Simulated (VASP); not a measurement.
Wanted: the native input for a VASP 6.6.1 run.

```
Task                   : single point
Functional             : BLYP
Dispersion             : D4
Potentials or basis    : VASP PAW PBE potentials, release 64 (Sb, Ga_d)
Cutoff                 : 520 eV
k mesh                 : 8 × 8 × 8
Occupations            : fermi-dirac, width 0.05 eV
Spin                   : no spin polarisation
Dipole correction      : no
Further INCAR settings : ALGO = Normal; EDIFF = 1e-06; NBANDS = 16
```

The structure of GaSb lies in POSCAR:

```
GaSb
1.0
    0.0000000000      3.0992546163      3.0992546163
    3.0992546163      0.0000000000      3.0992546163
    3.0992546163      3.0992546163      0.0000000000
Sb Ga
1 1
Direct
    0.7500000000      0.7500000000      0.7500000000
    0.0000000000      0.0000000000      0.0000000000
```

One way to write it, as run:

INCAR

```
  AGGAC = 1.0
  AGGAX = 1.0
  ALDAC = 0.0
  ALDAX = 1.0
  ALGO = Normal
  EDIFF = 1E-6
  ENCUT = 520
  GGA = B5
  ISIF = 2
  ISMEAR = -1
  IVDW = 13
  LASPH = T
  LCHARG = T
  LELF = T
  LREAL = F
  LVHAR = T
  LWAVE = F
  NBANDS = 16
  NELM = 100
  PREC = Accurate
  SIGMA = 0.05
  VDW_A1 = 0.44488865
  VDW_A2 = 4.0933009
  VDW_S6 = 1.0
  VDW_S8 = 2.34076671
```

KPOINTS

```
k-points
0
Gamma
  8 8 8
```

Potentials or basis: VASP PAW PBE potentials, release 64 (Sb, Ga_d).

The run is started by

```sh
$ cat potpaw_PBE.64/Sb/POTCAR potpaw_PBE.64/Ga_d/POTCAR > POTCAR
$ mpirun -np 1 vasp_std > vasp.out
```

It gave:

The pressure is -1.3 GPa. The band gap on the k mesh is zero (filled and empty bands touch). The dispersion energy per atom is -0.761 eV.

Caveat: the PAW data sets were made with another functional, which shifts forces and pressure a little; spin-orbit coupling is left out, which moves the levels of the heavy elements; pairwise dispersion overbinds metals, which lowers pressure and volume.

It took 25 s on 1 thread of AMD EPYC 9R45 96-Core Processor (Zen 5), on a shared host, peak memory 0.18 GiB.
